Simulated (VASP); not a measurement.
# W (Fm-3m) in VASP: further runs, part 2 of 3

VASP 6.6.1.

## 3. Single point, PBEsol+D4

Input file INCAR:

```
ALGO = Normal
EDIFF = 1E-6
ENCUT = 520
GGA = PS
ISIF = 2
ISMEAR = 1
IVDW = 13
LASPH = True
LCHARG = True
LELF = True
LREAL = False
LVHAR = True
LWAVE = False
NBANDS = 13
NELM = 60
PREC = Accurate
SIGMA = 0.3
```

Input file KPOINTS:

```
k-points
0
Gamma
  13 13 13
```

Input file POSCAR:

```
W
1.0
    0.0000000000      2.0300000000      2.0300000000
    2.0300000000      0.0000000000      2.0300000000
    2.0300000000      2.0300000000      0.0000000000
W
1
Direct
    0.0000000000      0.0000000000      0.0000000000
```

Potentials or basis: VASP PAW PBE potentials, release 64 (W_sv).

Launch:

```bash
cat potpaw_PBE.64/W_sv/POTCAR > POTCAR
mpirun -np 1 vasp_std > vasp.out
```

OUTCAR:

```text
EDIFF = 1E-6
   ENCUT = 520
   GGA = PS
   ISIF = 2
   ISMEAR = 1
   IVDW = 13
   LASPH = True
   LREAL = False
   NELM = 60
   PREC = Accurate

 ion  position               nearest neighbor table
   1  0.000  0.000  0.000-

  LATTYP: Found a face centered cubic cell.
 ALAT       =     4.0600000000

  Lattice vectors:

 A1 = (   0.0000000000,   2.0300000000,   2.0300000000)
 A2 = (   2.0300000000,   0.0000000000,   2.0300000000)
 A3 = (   2.0300000000,   2.0300000000,   0.0000000000)

Analysis of symmetry for initial positions (statically):
=====================================================================
 Subroutine PRICEL returns:
 Original cell was already a primitive cell.

 Routine SETGRP: Setting up the symmetry group for a
 face centered cubic supercell.

 Subroutine GETGRP returns: Found 48 space group operations
 (whereof 48 operations were pure point group operations)
 out of a pool of 48 trial point group operations.

The static configuration has the point symmetry O_h .

Analysis of symmetry for dynamics (positions and initial velocities):
=====================================================================
 Subroutine PRICEL returns:
 Original cell was already a primitive cell.

 Routine SETGRP: Setting up the symmetry group for a
 face centered cubic supercell.

 Subroutine GETGRP returns: Found 48 space group operations
 (whereof 48 operations were pure point group operations)
 out of a pool of 48 trial point group operations.

The dynamic configuration has the point symmetry O_h .

 Subroutine INISYM returns: Found 48 space group operations
 (whereof 48 operations are pure point group operations),
 and found     1 'primitive' translations

----------------------------------------------------------------------------------------

                                     Primitive cell

  volume of cell :      16.7309

  direct lattice vectors                    reciprocal lattice vectors
     0.000000000  2.030000000  2.030000000    -0.246305419  0.246305419  0.246305419
     2.030000000  0.000000000  2.030000000     0.246305419 -0.246305419  0.246305419
     2.030000000  2.030000000  0.000000000     0.246305419  0.246305419 -0.246305419

  length of vectors
     2.870853532  2.870853532  2.870853532     0.426613499  0.426613499  0.426613499

  position of ions in fractional coordinates (direct lattice)
     0.000000000  0.000000000  0.000000000

  ion indices of the primitive-cell ions
   primitive index   ion index
                 1           1

----------------------------------------------------------------------------------------

 KPOINTS: k-points

Automatic generation of k-mesh.
 Grid dimensions read from file:
 generate k-points for:   13   13   13

 Generating k-lattice:

  Cartesian coordinates                     Fractional coordinates (reciprocal lattice)
    -0.018946571  0.018946571  0.018946571     0.076923077  0.000000000  0.000000000
     0.018946571 -0.018946571  0.018946571     0.000000000  0.076923077  0.000000000
     0.018946571  0.018946571 -0.018946571     0.000000000  0.000000000  0.076923077

  Length of vectors
     0.032816423  0.032816423  0.032816423

  Shift w.r.t. Gamma in fractional coordinates (k-lattice)
     0.000000000  0.000000000  0.000000000

 Subroutine IBZKPT returns following result:
 ===========================================

 Found     84 irreducible k-points:

 Following reciprocal coordinates:
            Coordinates               Weight
  0.000000  0.000000  0.000000      1.000000
  0.076923  0.000000  0.000000      8.000000
  0.153846  0.000000  0.000000      8.000000
  0.230769  0.000000  0.000000      8.000000
  0.307692  0.000000  0.000000      8.000000
  0.384615  0.000000  0.000000      8.000000
[... 16 lines left out ...]
  0.384615  0.153846  0.000000     24.000000
  0.461538  0.153846  0.000000     24.000000
 [... further k-points ...]
   k-points           NKPTS =     84   k-points in BZ     NKDIM =     84   number of bands    NBANDS=     13
   number of dos      NEDOS =    301   number of ions     NIONS =      1
   total plane-waves  NPLWV =  13824
   dimension x,y,z NGX =    24 NGY =   24 NGZ =   24
   dimension x,y,z NGXF=    48 NGYF=   48 NGZF=   48
   ions per type =               1
   NGX,Y,Z   is equivalent  to a cutoff of  13.90, 13.90, 13.90 a.u.
   NGXF,Y,Z  is equivalent  to a cutoff of  27.80, 27.80, 27.80 a.u.
 SYSTEM =  unknown system
   PREC   = accura    normal or accurate (medium, high low for compatibility)
   ISTART =      0    job   : 0-new  1-cont  2-samecut
   ICHARG =      2    charge: 1-file 2-atom 10-const
   ISPIN  =      1    spin polarized calculation?
   LNONCOLLINEAR =      F non collinear calculations
   LSORBIT =      F    spin-orbit coupling
   LASPH  =      T    aspherical Exc in radial PAW
   ENCUT  =  520.0 eV  38.22 Ry    6.18 a.u.   5.34  5.34  5.34*2*pi/ulx,y,z
   NELM   =     60;   NELMIN=  2; NELMDL= -5     # of ELM steps
   EDIFF  = 0.1E-05   stopping-criterion for ELM
   LREAL  =      F    real-space projection
   EDIFFG = 0.1E-04   stopping-criterion for IOM
   NSW    =      0    number of steps for IOM
   IBRION =     -1    ionic relax: 0-MD 1-quasi-New 2-CG
   NFREE  =      0    steps in history (QN), initial steepest desc. (CG)
   ISIF   =      2    stress and relaxation
   ISYM   =      2    0-nonsym 1-usesym 2-fastsym
   POTIM  = 0.5000    time-step for ionic-motion
   TEBEG  =    0.0;   TEEND  =   0.0 temperature during run
   PSTRESS=    0.0 pullay stress
   NELECT =      14.0000    total number of electrons
   NUPDOWN=      -1.0000    fix difference up-down
   EMIN   =  10.00;   EMAX   =-10.00  energy-range for DOS
   EFERMI =   0.00;   METHOD = LEGACY
   ISMEAR =     1;   SIGMA  =   0.30  broadening in eV -4-tet -1-fermi 0-gaus
   EFERMI_NEDOS =   21; number of points for ismear=-14 and -15
   IALGO  =     38    algorithm
   IMIX   =      4    mixing-type and parameters
     AMIX     =   0.40;   BMIX     =  1.00
     AMIX_MAG =   1.60;   BMIX_MAG =  1.00
  volume/ion in A,a.u.               =      16.73       112.91
  Fermi-wavevector in a.u.,A,eV,Ry     =   1.542688  2.915258 32.380324  2.379887
  Thomas-Fermi vector in A             =   2.648457
   LORBIT       =      0    0 simple, 1 ext, 2 COOP (PROOUT), +10 PAW based schemes
   GGA     = PS    functional components
   LHFCALC =     F    Hartree Fock is set to
   AEXX    =    0.0000 exact exchange contribution
   IVDW    =    13    specifies the selected vdW correction
   LEPSILON=     F    determine dielectric tensor
   LRPA    =     F    only Hartree local field effects (RPA)
 non-spin polarized calculation
 Methfessel and Paxton  Order N= 1 SIGMA  =   0.30
  energy-cutoff  :      520.00
  volume of cell :       16.73
 maximum number of plane-waves:       465
 NGX is ok and might be reduce to    24
   NGX = 11   NGY = 11   NGZ = 11

 number of electron      14.0000002 magnetization

 Free energy of the ion-electron system (eV)
  ---------------------------------------------------
  ext. energy  EPLUGINS =         0.00000000
  ---------------------------------------------------
  free energy    TOTEN  =       -13.27646328 eV

  energy without entropy =      -13.27049173  energy(sigma->0) =      -13.27447276

 E-fermi :  10.0470     XC(G=0): -13.4496

 val. band max:       10.0447273321   @ k =  -0.3846   0.1538   0.0000
 cond. band min:      10.0647577071   @ k =  -0.4615   0.1538   0.0000
 fundamental gap:      0.0200303750
 Fermi energy:        10.0469774329

 k-point     1 :       0.0000    0.0000    0.0000
  band No.  band energies     occupation
      1     -63.6187      2.00000
      2     -27.2679      2.00000
      3     -27.2679      2.00000
      4     -27.2679      2.00000
      5       1.1522      2.00000
      6       9.5155      2.03110
      7       9.5155      2.03110
      8       9.5155      2.03110
      9      12.5448     -0.00000
     10      12.5448     -0.00000
     11      22.8601      0.00000
     12      27.9441      0.00000
     13      27.9441      0.00000
[... 353 lines left out ...]
 k-point    24 :       0.4615    0.1538    0.0000
  band No.  band energies     occupation
      1     -63.5186      2.00000
      2     -28.2118      2.00000
      3     -27.5339      2.00000
      4     -27.4699      2.00000
      5       5.2717      2.00000
      6       8.2102      2.00000
      7       9.1807      2.00035
      8      10.2475      0.10321
      9      15.0582     -0.00000
     10      15.2767     -0.00000
     11      20.5223      0.00000
     12      24.6917      0.00000
     13      27.8986      0.00000

 [... further k-points ...]

------------------------ aborting loop because EDIFF is reached ----------------------------------------

  DFT-D4 for vdW energy calculation

  Edisp (eV):   -0.40049

  FORCE on cell =-STRESS in cart. coord.  units (eV):
  Direction    XX          YY          ZZ          XY          YZ          ZX
  --------------------------------------------------------------------------------------
  -------------------------------------------------------------------------------------
  Total      -1.61904    -1.61904    -1.61904     0.00000     0.00000     0.00000
  in kB    -155.04253  -155.04253  -155.04253     0.00000     0.00000     0.00000
  external pressure =     -155.04 kB  Pullay stress =        0.00 kB

 VOLUME and BASIS-vectors are now :
 -----------------------------------------------------------------------------
  energy-cutoff  :      520.00
  volume of cell :       16.73
      direct lattice vectors                 reciprocal lattice vectors
     0.000000000  2.030000000  2.030000000    -0.246305419  0.246305419  0.246305419
     2.030000000  0.000000000  2.030000000     0.246305419 -0.246305419  0.246305419
     2.030000000  2.030000000  0.000000000     0.246305419  0.246305419 -0.246305419

 POSITION                                       TOTAL-FORCE (eV/Angst)
 -----------------------------------------------------------------------------------
      0.00000      0.00000      0.00000         0.000000      0.000000      0.000000
 -----------------------------------------------------------------------------------
    total drift:                               -0.000000      0.000000      0.000000

  FREE ENERGIE OF THE ION-ELECTRON SYSTEM (eV)
  ---------------------------------------------------
  free  energy   TOTEN  =       -13.6769553733 eV

  energy  without entropy=      -13.6709838192  energy(sigma->0) =      -13.67496486
```

stdout:

```text
POSCAR found type information on POSCAR W
 POSCAR found :  1 types and       1 ions
 scaLAPACK will be used
 -----------------------------------------------------------------------------
|                                                                             |
|                                                                             |
|     You enforced a specific xc type in the INCAR file but a different       |
|     I HOPE YOU KNOW WHAT YOU ARE DOING!                                     |
|                                                                             |
 -----------------------------------------------------------------------------

 LDA part: xc-table for (Slater+PW92), standard interpolation
 POSCAR, INCAR and KPOINTS ok, starting setup
 FFT: planning ... GRIDC
 FFT: planning ... GRID_SOFT
 FFT: planning ... GRID
 WAVECAR not read
 entering main loop
```

Run time: 6.2 s. Hardware: 1 thread of Intel Xeon 6975P-C (Granite Rapids), shared host; peak memory 0.15 GiB.

What came out:

```yaml
Free_energy: -13.6770 eV
Pressure: -15.5 GPa
Band_gap_on_the_k_mesh: zero (band 7 reaches 12.73 eV, above the bottom of band 8 at 9.52 eV)
Dispersion_energy_per_atom: -0.400 eV
```

Caveat: the PAW data sets were made with another functional, which shifts forces and pressure a little; spin-orbit coupling is left out, which moves the levels of the heavy elements; pairwise dispersion overbinds metals, which lowers pressure and volume.

## 4. Single point, PBEsol+D4

Input file INCAR:

```
PREC = Accurate
ENCUT = 520
EDIFF = 1E-7
ISMEAR = 1
SIGMA = 0.2
LREAL = F
LASPH = T
NELM = 80
ALGO = Normal
ISIF = 2
LWAVE = F
LCHARG = T
GGA = PS
IVDW = 13
LELF = T
LVHAR = T
NBANDS = 13
```

Input file KPOINTS:

```
regular mesh
0
Gamma
  13 13 13
```

POSCAR is that of step 3.

Launch:

```bash
cat potpaw_PBE.64/W_sv/POTCAR > POTCAR
mpirun -np 1 vasp_std > vasp.out
```

It took 6.4 s on 1 thread of Intel Xeon 6975P-C (Granite Rapids), shared host; peak memory 0.15 GiB.

It converged, with:

* Free energy: -13.6753 eV
* Pressure: -15.5 GPa
* Band gap on the k mesh: zero (band 7 reaches 12.73 eV, above the bottom of band 8 at 9.52 eV)
* Dispersion energy per atom: -0.400 eV

Levels at points of the mesh, in eV from the Fermi level:
| k point | band 3 | band 4 | band 5 | band 6 | band 7 | band 8 | band 9 | band 10 | band 11 | band 12 |
| --- | --- | --- | --- | --- | --- | --- | --- | --- | --- | --- |
| (0.00, 0.00, 0.00) | -37.31 | -37.31 | -8.89 | -0.53 | -0.53 | -0.53 | 2.50 | 2.50 | 12.81 | 17.90 |

Caveat: the PAW data sets were made with another functional, which shifts forces and pressure a little; spin-orbit coupling is left out, which moves the levels of the heavy elements; pairwise dispersion overbinds metals, which lowers pressure and volume.

[end of part 2 of 3]
